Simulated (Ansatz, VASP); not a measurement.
## CdSe in VASP and in Ansatz

The input INCAR:

```
PREC     = Accurate       # precision mode
ENCUT    = 520            # plane-wave cutoff, eV
EDIFF    = 1E-6           # SCF threshold, eV
ISMEAR   = -1             # smearing method
SIGMA    = 0.03           # smearing width, eV
LREAL    = F              # projectors in reciprocal space
LASPH    = T              # aspherical terms in the spheres
NELM     = 80             # most SCF steps
ALGO     = Normal         # electronic algorithm
ISIF     = 2              # what is computed and relaxed
LWAVE    = F              # write WAVECAR
LCHARG   = F              # write CHGCAR
GGA      = PE             # functional
NBANDS   = 16             # bands
```

The input KPOINTS:

```
Automatic mesh
0
Gamma
  8 8 8
```

The input POSCAR:

```
CdSe
1.0
    0.0000000000      3.0395684866      3.0702711986
    3.0395684866      0.0000000000      3.0702711986
    3.0395684866      3.0395684866      0.0000000000
Cd Se
1 1
Direct
    0.0000000000      0.0000000000      0.0000000000
    0.2500000000      0.2500000000      0.2500000000
```

Input for Ansatz:

```yaml
crystal:
  lattice:
    - [0.0, 3.0395684866, 3.0702711986]
    - [3.0395684866, 0.0, 3.0702711986]
    - [3.0395684866, 3.0395684866, 0.0]
  atoms:
    - { symbol: Cd, position: [0.0, 0.0, 0.0] }
    - { symbol: Se, position: [0.25, 0.25, 0.25] }
kpoints:
  mp_grid: { grid: [8, 8, 8] }
  band_path:
    path:
      - [0.0, 0.0, 0.0]
      - [0.5, 0.0, 0.5]
      - [0.75, 0.25, 0.5]
      - [0.5, 0.5, 0.5]
      - [0.0, 0.0, 0.0]
      - [0.5, 0.5, 0.0]
      - [0.6274875, 0.6274875, 0.254975]
      - [0.3725125, 0.3725125, 0.745025]
      - [0.0, 0.0, 0.0]
    npoints: 5
scf:
  occupations: { method: fermi_dirac, width: 0.03 }
hamiltonian:
  xc: pbe
  pseudopotentials: { kind: all_electron, lapw: { basis_error: 0.001 } }
output:
  forces: true
  stress: true
  eigenvalues: true
```

Change from the starting cell: equal xx and yy strain of -1 %.

Alike in both runs: task single point; functional PBE; k mesh 8 × 8 × 8; occupations fermi-dirac, width 0.03 eV; no spin polarisation.

|  | VASP | Ansatz |
| --- | --- | --- |
| version | VASP 6.6.1 | Ansatz 0.2.0 |
| potentials or method | VASP PAW PBE potentials, release 64 (Cd, Se), cutoff 520 eV | all-electron LAPW, scalar-relativistic |

Ansatz gave:

| Quantity | Value |
| --- | --- |
| pressure (GPa) | 2.4 |
| traceless stress, the component that is largest in VASP (GPa) | -0.10 |

Question: Which values does VASP return?

Answer: Pressure (GPa): 2.7; traceless stress, the component that is largest in VASP (GPa): -0.10.

Ansatz ran all-electron here, and VASP with PAW potentials.
